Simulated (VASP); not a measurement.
# GeSb2Te4 (R3m) in VASP: single point with PBE

Aim: the single point of GeSb2Te4 with PBE.

All numbers are computed with VASP 6.6.1; they aren't measurements. Logs are shortened: lines on timing, memory, paths and dates and some standing lists are left out, and cuts for length are marked.

## 1. The cell of the first run

The structure is trigonal, space group R3m (No. 160). Conventional cell: a = 4.309 Å, b = 4.309 Å, c = 41.691 Å, α = 90.00°, β = 90.00°, γ = 120.00°. Ge (site symmetry 3m) has 6 Te at 2.86 to 3.32 Å within 3.8 Å. Sb (site symmetry 3m) has 6 Te at 3.02 to 3.21 Å within 4.0 Å. Sb (site symmetry 3m) has 6 Te at 3.03 to 3.16 Å within 4.0 Å. Within 3.9 Å of Te (site symmetry 3m) lie 3 Ge at 2.86 Å and 3 Te at 3.80 Å. Te (site symmetry 3m) has 3 Sb at 3.02 Å and 3 Te at 3.80 Å within 4.0 Å. Te (site symmetry 3m) has 6 Sb at 3.16 to 3.21 Å and 12 Te at 4.31 to 4.48 Å within 4.5 Å. Within 4.0 Å of Te (site symmetry 3m) lie 3 Sb at 3.03 Å and 3 Ge at 3.32 Å.

## 2. Single point, PBE

Input file INCAR:

```
SYSTEM = GeSb2Te4
PREC = Accurate ; ENCUT = 520
EDIFF = 1E-6 ; ISMEAR = 0
SIGMA = 0.05 ; LREAL = Auto
LASPH = .True. ; NELM = 80
ALGO = Normal ; ISIF = 2
LWAVE = .False. ; LCHARG = .False.
GGA = PE ; NBANDS = 226
LUSENCCL = .False.
```

Input file KPOINTS:

```
Automatic mesh
0
Gamma
  2 1 1
  0 0 0
```

Input file POSCAR:

```
GeSb2Te4
1.0
    8.6189200000      0.0000000000     -0.0000010000
   -2.1547300000     -1.2440340000    -13.8970810000
    0.0000000000     14.9284080000     -0.0000010000
Ge Sb Te
8 16 32
Direct
    0.5721580000      0.2886310000      0.8573860000
    0.3221580000      0.2886310000      0.6073860000
    0.0721580000      0.2886310000      0.3573860000
    0.8221580000      0.2886310000      0.1073860000
    0.0721580000      0.2886310000      0.8573860000
    0.8221580000      0.2886310000      0.6073860000
    0.5721580000      0.2886310000      0.3573860000
    0.3221580000      0.2886310000      0.1073860000
    0.6801040000      0.7204160000      0.8933680000
    0.4301040000      0.7204160000      0.6433680000
    0.1801040000      0.7204160000      0.3933680000
    0.9301040000      0.7204160000      0.1433680000
    0.1801040000      0.7204160000      0.8933680000
    0.9301040000      0.7204160000      0.6433680000
    0.6801040000      0.7204160000      0.3933680000
    0.4301040000      0.7204160000      0.1433680000
    0.2515090000      0.0060360000      0.7505030000
    0.0015090000      0.0060360000      0.5005030000
    0.7515090000      0.0060360000      0.2505030000
    0.5015090000      0.0060360000      0.0005030000
    0.7515090000      0.0060360000      0.7505030000
    0.5015090000      0.0060360000      0.5005030000
    0.2515090000      0.0060360000      0.2505030000
    0.0015090000      0.0060360000      0.0005030000
    0.3476730000      0.3906920000      0.7825580000
    0.0976730000      0.3906920000      0.5325580000
    0.8476730000      0.3906920000      0.2825580000
    0.5976730000      0.3906920000      0.0325580000
    0.8476730000      0.3906920000      0.7825580000
    0.5976730000      0.3906920000      0.5325580000
    0.3476730000      0.3906920000      0.2825580000
    0.0976730000      0.3906920000      0.0325580000
    0.8993770000      0.5975070000      0.9664590000
    0.6493770000      0.5975070000      0.7164590000
    0.3993770000      0.5975070000      0.4664590000
    0.1493770000      0.5975070000      0.2164590000
    0.3993770000      0.5975070000      0.9664590000
    0.1493770000      0.5975070000      0.7164590000
    0.8993770000      0.5975070000      0.4664590000
    0.6493770000      0.5975070000      0.2164590000
    0.4664730000      0.8658920000      0.8221580000
    0.2164730000      0.8658920000      0.5721580000
    0.9664730000      0.8658920000      0.3221580000
    0.7164730000      0.8658920000      0.0721580000
    0.9664730000      0.8658920000      0.8221580000
    0.7164730000      0.8658920000      0.5721580000
    0.4664730000      0.8658920000      0.3221580000
    0.2164730000      0.8658920000      0.0721580000
    0.7827100000      0.1308390000      0.9275700000
    0.5327100000      0.1308390000      0.6775700000
    0.2827100000      0.1308390000      0.4275700000
    0.0327100000      0.1308390000      0.1775700000
    0.2827090000      0.1308370000      0.9275700000
    0.0327090000      0.1308370000      0.6775700000
    0.7827090000      0.1308370000      0.4275700000
    0.5327090000      0.1308370000      0.1775700000
```

Potentials or basis: VASP PAW PBE potentials, release 64 (Ge_d, Sb, Te).

Command:

```bash
> cat potpaw_PBE.64/Ge_d/POTCAR potpaw_PBE.64/Sb/POTCAR potpaw_PBE.64/Te/POTCAR > POTCAR
> mpirun -np 1 vasp_std > vasp.out
```

OUTCAR:

```text
SYSTEM = GeSb2Te4
   PREC = Accurate
   ENCUT = 520
   EDIFF = 1E-6
   ISMEAR = 0
   LREAL = Auto
   LASPH = .True.
   NELM = 80
   ISIF = 2
   GGA = PE

 ion  position               nearest neighbor table
   1  0.572  0.289  0.857-  29 2.86  25 2.86  28 2.86
   2  0.322  0.289  0.607-  30 2.86  26 2.86  25 2.86
   3  0.072  0.289  0.357-  31 2.86  27 2.86  26 2.86
   4  0.822  0.289  0.107-  32 2.86  28 2.86  27 2.86
   5  0.072  0.289  0.857-  25 2.86  29 2.86  32 2.86
   6  0.822  0.289  0.607-  26 2.86  30 2.86  29 2.86
   7  0.572  0.289  0.357-  27 2.86  31 2.86  30 2.86
   8  0.322  0.289  0.107-  28 2.86  32 2.86  31 2.86
   9  0.680  0.720  0.893-  37 3.02  34 3.02  33 3.02  41 3.21  45 3.21  44 3.21
  10  0.430  0.720  0.643-  38 3.02  35 3.02  34 3.02  42 3.21  46 3.21  41 3.21
  11  0.180  0.720  0.393-  39 3.02  36 3.02  35 3.02  43 3.21  47 3.21  42 3.21
  12  0.930  0.720  0.143-  40 3.02  33 3.02  36 3.02  44 3.21  48 3.21  43 3.21
  13  0.180  0.720  0.893-  33 3.02  38 3.02  37 3.02  45 3.21  41 3.21  48 3.21
  14  0.930  0.720  0.643-  34 3.02  39 3.02  38 3.02  46 3.21  42 3.21  45 3.21
[... 28 lines left out ...]
  43  0.966  0.866  0.322-  18 3.16  19 3.16  23 3.16  11 3.21  15 3.21  12 3.21
  44  0.716  0.866  0.072-  19 3.16  20 3.16  24 3.16  12 3.21  16 3.21   9 3.21
  45  0.966  0.866  0.822-  24 3.16  21 3.16  17 3.16  13 3.21   9 3.21  14 3.21
  46  0.716  0.866  0.572-  21 3.16  22 3.16  18 3.16  14 3.21  10 3.21  15 3.21
  47  0.466  0.866  0.322-  22 3.16  23 3.16  19 3.16  15 3.21  11 3.21  16 3.21
  48  0.216  0.866  0.072-  23 3.16  24 3.16  20 3.16  16 3.21  12 3.21  13 3.21
  49  0.783  0.131  0.928-  24 3.03  20 3.03  21 3.03
  50  0.533  0.131  0.678-  21 3.03  17 3.03  22 3.03
  51  0.283  0.131  0.428-  22 3.03  18 3.03  23 3.03
  52  0.033  0.131  0.178-  23 3.03  19 3.03  24 3.03
  53  0.283  0.131  0.928-  24 3.03  20 3.03  17 3.03
  54  0.033  0.131  0.678-  21 3.03  17 3.03  18 3.03
  55  0.783  0.131  0.428-  22 3.03  18 3.03  19 3.03
  56  0.533  0.131  0.178-  23 3.03  19 3.03  20 3.03

  LATTYP: Found a triclinic cell.
 ALAT       =    15.3773294516
 B/A-ratio  =     1.6985080505
 C/A-ratio  =     2.5521049832
 COS(alpha) =     0.0084275881
 COS(beta)  =     0.6297963483
 COS(gamma) =     0.7737113306

  Lattice vectors:

 A1 = (  -6.4641900000,   1.2440340000,  13.8970820000)
 A2 = ( -15.0831100000,  16.1724420000,  13.8970820000)
 A3 = (  -4.3094600000, -27.3687480000,  27.7941650000)

Analysis of symmetry for initial positions (statically):
=====================================================================
 Subroutine PRICEL returns following result:

  LATTYP: Found a trigonal (rhomboedric) cell.
 ALAT       =    14.1180502296
 COS(alpha) =     0.9534128353

  Lattice vectors:

[... 141 lines left out ...]
   EFERMI_NEDOS =   21; number of points for ismear=-14 and -15
   IALGO  =     38    algorithm
   IMIX   =      4    mixing-type and parameters
     AMIX     =   0.40;   BMIX     =  1.00
     AMIX_MAG =   1.60;   BMIX_MAG =  1.00
  volume/ion in A,a.u.               =      31.93       215.48
  Fermi-wavevector in a.u.,A,eV,Ry     =   0.980367  1.852625 13.076818  0.961119
  Thomas-Fermi vector in A             =   2.111291
   LORBIT       =      0    0 simple, 1 ext, 2 COOP (PROOUT), +10 PAW based schemes
   GGA     = PE    functional components
   LHFCALC =     F    Hartree Fock is set to
   AEXX    =    0.0000 exact exchange contribution
   IVDW    =     0    specifies the selected vdW correction
   LEPSILON=     F    determine dielectric tensor
   LRPA    =     F    only Hartree local field effects (RPA)
 non-spin polarized calculation
 Gauss-broadening in eV      SIGMA  =   0.05
  energy-cutoff  :      520.00
  volume of cell :     1788.09
 maximum number of plane-waves:     48184
   NGX = 33   NGY = 53   NGZ = 55

 number of electron     383.9999939 magnetization

 Free energy of the ion-electron system (eV)
  ---------------------------------------------------
  ext. energy  EPLUGINS =         0.00000000
  ---------------------------------------------------
  free energy    TOTEN  =      -208.91666723 eV

  energy without entropy =     -208.91666723  energy(sigma->0) =     -208.91666723

 E-fermi :   6.0487     XC(G=0):  -9.2288

 val. band max:        5.8254307346   @ k =   0.0000   0.0000   0.0000
 cond. band min:       6.2747838125   @ k =   0.0000   0.0000   0.0000
 fundamental gap:      0.4493530779
 Fermi energy:         6.0486781572

 k-point     1 :       0.0000    0.0000    0.0000
  band No.  band energies     occupation
      1     -18.7562      2.00000
      2     -18.7553      2.00000
      3     -18.7552      2.00000
      4     -18.7548      2.00000
      5     -18.7543      2.00000
      6     -18.7540      2.00000
[... 196 lines left out ...]
    203       6.8752      0.00000
    204       6.9207      0.00000

 k-point     2 :       0.5000    0.0000    0.0000
  band No.  band energies     occupation
      1     -18.7552      2.00000
      2     -18.7552      2.00000
      3     -18.7549      2.00000
      4     -18.7549      2.00000
      5     -18.7545      2.00000
      6     -18.7545      2.00000
[... 196 lines left out ...]
    203       6.9231      0.00000
    204       6.9231      0.00000
 [bands above 204 left out]

------------------------ aborting loop because EDIFF is reached ----------------------------------------

  FORCE on cell =-STRESS in cart. coord.  units (eV):
  Direction    XX          YY          ZZ          XY          YZ          ZX
  --------------------------------------------------------------------------------------
  -------------------------------------------------------------------------------------
  Total        0.7179206      1.6764370      1.3187101      0.7978335     -2.3606221      2.6632683
  in kB        0.6432756      1.5021312      1.1815986      0.7148796     -2.1151789      2.3863578
  external PRESSURE =       1.1090018 kB  Pullay stress =       0.0000000 kB

 VOLUME and BASIS-vectors are now :
 -----------------------------------------------------------------------------
  energy-cutoff  :      520.00
  volume of cell :     1788.09
      direct lattice vectors                 reciprocal lattice vectors
     8.618920000  0.000000000 -0.000001000     0.116023815 -0.000000001 -0.017989389
    -2.154730000 -1.244034000-13.897081000    -0.000000008 -0.000000005 -0.071957555
     0.000000000 14.928408000 -0.000001000    -0.000000001  0.066986379 -0.005996463

 POSITION                                       TOTAL-FORCE (eV/Angst)
 -----------------------------------------------------------------------------------
      4.30946     12.44034     -4.01113         0.018437     -0.033836     -0.046642
      2.15473      8.70824     -4.01113         0.018437     -0.033836     -0.046642
      0.00000      4.97614     -4.01113         0.018437     -0.033836     -0.046642
      6.46419      1.24404     -4.01113         0.018437     -0.033836     -0.046642
      0.00000     12.44034     -4.01113         0.018437     -0.033836     -0.046642
      6.46419      8.70824     -4.01113         0.018437     -0.033836     -0.046642
[... 48 lines left out ...]
      6.46419      6.22017     -1.81825         0.001208      0.013609      0.030729
      4.30946      2.48807     -1.81825         0.001208      0.013609      0.030729
 -----------------------------------------------------------------------------------
    total drift:                               -0.100165     -0.007482      0.077768

  FREE ENERGIE OF THE ION-ELECTRON SYSTEM (eV)
  ---------------------------------------------------
  free  energy   TOTEN  =      -208.9166672343 eV

  energy  without entropy=     -208.9166672342  energy(sigma->0) =     -208.91666723
```

Wall time 2.1 min (1 × NVIDIA H100 80GB with 1 thread of Intel Xeon Platinum 8481C at 2.70GHz (Sapphire Rapids), shared host); peak memory 2.2 GiB.

Results:

* Free energy: -208.9167 eV
* Pressure: 0.1 GPa
* Largest force: 0.091 eV/Å
* Band gap on the k mesh: 0.45 eV

Forces on the atoms (eV/Å):
```
Ge   0.018 -0.034 -0.047
Ge   0.018 -0.034 -0.047
Ge   0.018 -0.034 -0.047
Ge   0.018 -0.034 -0.047
Ge   0.018 -0.034 -0.047
Ge   0.018 -0.034 -0.047
Ge   0.018 -0.034 -0.047
Ge   0.018 -0.034 -0.047
Sb  -0.012  0.017  0.060
Sb  -0.012  0.017  0.060
Sb  -0.012  0.017  0.060
Sb  -0.012  0.017  0.060
Sb  -0.012  0.017  0.060
Sb  -0.012  0.017  0.060
Sb  -0.012  0.017  0.060
Sb  -0.012  0.017  0.060
Sb   0.009 -0.014 -0.089
Sb   0.009 -0.014 -0.089
Sb   0.009 -0.014 -0.089
Sb   0.009 -0.014 -0.089
Sb   0.009 -0.014 -0.089
Sb   0.009 -0.014 -0.089
Sb   0.009 -0.014 -0.089
Sb   0.009 -0.014 -0.089
Te  -0.035  0.014  0.072
Te  -0.035  0.014  0.072
Te  -0.035  0.014  0.072
Te  -0.035  0.014  0.072
Te  -0.035  0.014  0.072
Te  -0.035  0.014  0.072
Te  -0.035  0.014  0.072
Te  -0.035  0.014  0.072
Te   0.026  0.010 -0.043
Te   0.026  0.010 -0.043
Te   0.026  0.010 -0.043
Te   0.026  0.010 -0.043
Te   0.026  0.010 -0.043
Te   0.026  0.010 -0.043
Te   0.026  0.010 -0.043
Te   0.026  0.010 -0.043
Te  -0.008 -0.007  0.016
Te  -0.008 -0.007  0.016
Te  -0.008 -0.007  0.016
Te  -0.008 -0.007  0.016
Te  -0.008 -0.007  0.016
Te  -0.008 -0.007  0.016
Te  -0.008 -0.007  0.016
Te  -0.008 -0.007  0.016
Te   0.001  0.014  0.031
Te   0.001  0.014  0.031
Te   0.001  0.014  0.031
Te   0.001  0.014  0.031
Te   0.001  0.014  0.031
Te   0.001  0.014  0.031
Te   0.001  0.014  0.031
Te   0.001  0.014  0.031
```

Caveat: the k points lie up to 0.45 Å⁻¹ apart; spin-orbit coupling is left out, which moves the levels of the heavy elements; this functional lacks dispersion, which binds layers or chains, so the pressure and a relaxed spacing across them are unreliable.
